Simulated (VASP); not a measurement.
# NaI (Fm-3m) in VASP: single point with HSE06

Aim: the single point of NaI with HSE06.

All numbers are computed with VASP 6.6.1; they aren't measurements. Logs are shortened: lines on timing, memory, paths and dates and some standing lists are left out, and cuts for length are marked.

## Step 1: The cell of the first run

The structure is cubic, space group Fm-3m (No. 225). Conventional cell: a = 6.644 Å, b = 6.644 Å, c = 6.644 Å, α = 90.00°, β = 90.00°, γ = 90.00°. Within 4.4 Å of Na (site symmetry m-3m) lie 6 I at 3.32 Å. Within 4.4 Å of I (site symmetry m-3m) lie 6 Na at 3.32 Å.

## Step 2: Single point, HSE06

Contents of POSCAR:

```
NaI
1.0
    0.0000000000      3.3221680000      3.3221680000
    3.3221680000      0.0000000000      3.3221680000
    3.3221680000      3.3221680000      0.0000000000
Na I
1 1
Direct
    0.0000000000      0.0000000000      0.0000000000
    0.5000000000      0.5000000000      0.5000000000
```

Contents of INCAR.step1:

```
SYSTEM = NaI
PREC = Accurate
ENCUT = 400
EDIFF = 1E-5
ISMEAR = -1
SIGMA = 0.1
LREAL = .False.
LASPH = .True.
NELM = 120
ALGO = Normal
ISIF = 2
LWAVE = .True.
NBANDS = 14
GGA = PE
GGA_COMPAT = .False.
```

Contents of INCAR.step2:

```
SYSTEM = NaI
PREC = Accurate
ENCUT = 400
EDIFF = 1E-6
ISMEAR = -1
SIGMA = 0.1
LREAL = .False.
LASPH = .True.
NELM = 120
ALGO = Normal
ISIF = 2
LWAVE = .False.
LCHARG = .True.
GGA = PE
LHFCALC = .True.
HFSCREEN = 0.2079
PRECFOCK = Normal
LELF = .True.
LVHAR = .True.
NBANDS = 14
ISTART = 1
GGA_COMPAT = .False.
```

Contents of KPOINTS:

```
Automatic mesh
0
Gamma
  3 3 3
  0 0 0
```

Potentials or basis: VASP PAW PBE potentials, release 64 (Na_pv, I).

Launch:

```bash
$ cat potpaw_PBE.64/Na_pv/POTCAR potpaw_PBE.64/I/POTCAR > POTCAR
$ cp INCAR.step1 INCAR
$ mpirun -np 1 vasp_std > vasp.out
$ cp INCAR.step2 INCAR
$ mpirun -np 1 vasp_std > vasp.out
```

OUTCAR:

```text
SYSTEM = NaI
   PREC = Accurate
   ENCUT = 400
   EDIFF = 1E-6
   ISMEAR = -1
   LREAL = .False.
   LASPH = .True.
   NELM = 120
   ISIF = 2
   GGA = PE
   LHFCALC = .True.
   HFSCREEN = 0.2079
   PRECFOCK = Normal
   ISTART = 1

 ion  position               nearest neighbor table
   1  0.000  0.000  0.000-
   2  0.500  0.500  0.500-

  LATTYP: Found a face centered cubic cell.
 ALAT       =     6.6443360000

  Lattice vectors:

 A1 = (   0.0000000000,   3.3221680000,   3.3221680000)
 A2 = (   3.3221680000,   0.0000000000,   3.3221680000)
 A3 = (   3.3221680000,   3.3221680000,   0.0000000000)

Analysis of symmetry for initial positions (statically):
=====================================================================
 Subroutine PRICEL returns:
 Original cell was already a primitive cell.

 Routine SETGRP: Setting up the symmetry group for a
 face centered cubic supercell.

 Subroutine GETGRP returns: Found 48 space group operations
 (whereof 48 operations were pure point group operations)
 out of a pool of 48 trial point group operations.

The static configuration has the point symmetry O_h .

Analysis of symmetry for dynamics (positions and initial velocities):
=====================================================================
 Subroutine PRICEL returns:
 Original cell was already a primitive cell.

 Routine SETGRP: Setting up the symmetry group for a
 face centered cubic supercell.

 Subroutine GETGRP returns: Found 48 space group operations
 (whereof 48 operations were pure point group operations)
 out of a pool of 48 trial point group operations.

The dynamic configuration has the point symmetry O_h .

 Subroutine INISYM returns: Found 48 space group operations
 (whereof 48 operations are pure point group operations),
 and found     1 'primitive' translations

----------------------------------------------------------------------------------------

                                     Primitive cell

  volume of cell :      73.3322

  direct lattice vectors                    reciprocal lattice vectors
     0.000000000  3.322168000  3.322168000    -0.150504129  0.150504129  0.150504129
     3.322168000  0.000000000  3.322168000     0.150504129 -0.150504129  0.150504129
     3.322168000  3.322168000  0.000000000     0.150504129  0.150504129 -0.150504129

  length of vectors
     4.698255042  4.698255042  4.698255042     0.260680798  0.260680798  0.260680798

[... 76 lines left out ...]
   IALGO  =     38    algorithm
   IMIX   =      1    mixing-type and parameters
     AMIX     =   0.40;   BMIX     =  1.00
     AMIX_MAG =   1.60;   BMIX_MAG =  1.00
  volume/ion in A,a.u.               =      36.67       247.44
  Fermi-wavevector in a.u.,A,eV,Ry     =   0.942655  1.781359 12.090105  0.888598
  Thomas-Fermi vector in A             =   2.070285
   LORBIT       =      0    0 simple, 1 ext, 2 COOP (PROOUT), +10 PAW based schemes
   GGA     = PE    functional components
   LHFCALC =     T    Hartree Fock is set to
   PRECFOCK=normal    Normal, Fast or Accurate (Low or Medium for compatibility)
   ENCUT4O =  -1.0   cutoff for four orbital integrals eV
   NKREDX  =     1    reduce k-point grid by
   NKREDY  =     1    reduce k-point grid by
   NKREDZ  =     1    reduce k-point grid by
   AEXX    =    0.2500 exact exchange contribution
   HFSCREEN=    0.2079 screening length (either q_TF or 0.3 A-1)
   HFSCREENC=   0.2079 screening length for correlation (either q_TF or 0.3 A-1)
   ENCUTFOCK=  -1.0 apply spherical cutoff to Coloumb kernel
   IVDW    =     0    specifies the selected vdW correction
   LEPSILON=     F    determine dielectric tensor
   LRPA    =     F    only Hartree local field effects (RPA)
 non-spin polarized calculation
  energy-cutoff  :      400.00
  volume of cell :       73.33
 maximum number of plane-waves:      1363
 NGX is ok and might be reduce to    30
  NGX = 24; NGY = 24; NGZ = 24

 number of electron      14.0000003 magnetization

 Free energy of the ion-electron system (eV)
  ---------------------------------------------------
  ext. energy  EPLUGINS =         0.00000000
  ---------------------------------------------------
  free energy    TOTEN  =        -6.21597527 eV

  energy without entropy =       -6.21597527  energy(sigma->0) =       -6.21597527

 E-fermi :   1.8878     XC(G=0):  -6.2031

 val. band max:       -0.4094023995   @ k =   0.0000   0.0000   0.0000
 cond. band min:       4.0414847037   @ k =   0.0000   0.0000   0.0000
 fundamental gap:      4.4508871032
 Fermi energy:         1.8878120747

 k-point     1 :       0.0000    0.0000    0.0000
  band No.  band energies     occupation
      1     -25.3358      2.00000
      2     -25.3358      2.00000
      3     -25.3358      2.00000
      4     -12.1548      2.00000
      5      -0.4094      2.00000
      6      -0.4094      2.00000
      7      -0.4094      2.00000
      8       4.0415      0.00000
      9       8.5782      0.00000
     10       8.5782      0.00000
     11       8.5782      0.00000
     12      10.3876      0.00000
     13      10.3876      0.00000
     14      11.0246      0.00000
[... 37 lines left out ...]
      1     -25.3376      2.00000
      2     -25.3374      2.00000
      3     -25.3360      2.00000
      4     -11.8163      2.00000
      5      -1.8476      2.00000
      6      -1.7440      2.00000
      7      -0.8689      2.00000
      8       6.1395      0.00000
      9       7.5406      0.00000
     10       8.6191      0.00000
     11       9.2485      0.00000
     12      10.4588      0.00000
     13      11.4071      0.00000
     14      14.3271      0.00000

------------------------ aborting loop because EDIFF is reached ----------------------------------------

  FORCE on cell =-STRESS in cart. coord.  units (eV):
  Direction    XX          YY          ZZ          XY          YZ          ZX
  --------------------------------------------------------------------------------------
  -------------------------------------------------------------------------------------
  Total       -0.3864284     -0.3864284     -0.3864284      0.0000000      0.0000000     -0.0000000
  in kB       -8.4427683     -8.4427683     -8.4427683      0.0000000      0.0000000     -0.0000000
  external PRESSURE =      -8.4427683 kB  Pullay stress =       0.0000000 kB

 VOLUME and BASIS-vectors are now :
 -----------------------------------------------------------------------------
  energy-cutoff  :      400.00
  volume of cell :       73.33
      direct lattice vectors                 reciprocal lattice vectors
     0.000000000  3.322168000  3.322168000    -0.150504129  0.150504129  0.150504129
     3.322168000  0.000000000  3.322168000     0.150504129 -0.150504129  0.150504129
     3.322168000  3.322168000  0.000000000     0.150504129  0.150504129 -0.150504129

 POSITION                                       TOTAL-FORCE (eV/Angst)
 -----------------------------------------------------------------------------------
      0.00000      0.00000      0.00000        -0.000000     -0.000000     -0.000000
      3.32217      3.32217      3.32217         0.000000      0.000000      0.000000
 -----------------------------------------------------------------------------------
    total drift:                               -0.000001     -0.000000     -0.000001

  FREE ENERGIE OF THE ION-ELECTRON SYSTEM (eV)
  ---------------------------------------------------
  free  energy   TOTEN  =        -6.2159752738 eV

  energy  without entropy=       -6.2159752736  energy(sigma->0) =       -6.21597527
```

OSZICAR.step1:

```text
N       E                     dE             d eps       ncg     rms          rms(c)
DAV:   1     0.764191779113E+02    0.76419E+02   -0.56625E+03   112   0.700E+02
DAV:   2     0.359703998520E+00   -0.76059E+02   -0.67892E+02   124   0.184E+02
DAV:   3    -0.530113334720E+01   -0.56608E+01   -0.56390E+01   148   0.518E+01
DAV:   4    -0.543027372137E+01   -0.12914E+00   -0.12913E+00   132   0.861E+00
DAV:   5    -0.543314181290E+01   -0.28681E-02   -0.28681E-02   154   0.117E+00    0.158E+00
DAV:   6    -0.535434920239E+01    0.78793E-01   -0.85812E-02   136   0.168E+00    0.109E+00
DAV:   7    -0.534242800396E+01    0.11921E-01   -0.76371E-02   136   0.138E+00    0.642E-01
DAV:   8    -0.534518543213E+01   -0.27574E-02   -0.64956E-03   118   0.619E-01    0.180E-01
DAV:   9    -0.534513842354E+01    0.47009E-04   -0.19842E-04   124   0.120E-01    0.488E-02
DAV:  10    -0.534516365193E+01   -0.25228E-04   -0.47967E-05   124   0.653E-02    0.826E-03
DAV:  11    -0.534516559255E+01   -0.19406E-05   -0.43519E-06   122   0.196E-02
   1 F= -.53451656E+01 E0= -.53451656E+01  d E =-.233813E-07
```

Wall time 2.2 min (1 thread of Intel Xeon 8259CL, shared host); peak memory 0.27 GiB.

Results:

* Free energy: -6.2160 eV
* Pressure: -0.8 GPa
* Band gap on the k mesh: 4.45 eV

Levels at points of the mesh, in eV from the valence-band top:
| k point | band 4 | band 5 | band 6 | band 7 | band 8 | band 9 | band 10 | band 11 |
| --- | --- | --- | --- | --- | --- | --- | --- | --- |
| (0.00, 0.00, 0.00) | -11.75 | 0.00 | 0.00 | 0.00 | 4.45 | 8.99 | 8.99 | 8.99 |

Caveat: the k points lie up to 0.55 Å⁻¹ apart; the PAW data sets were made with another functional, which shifts forces and pressure a little; spin-orbit coupling is left out, which moves the levels of the heavy elements.
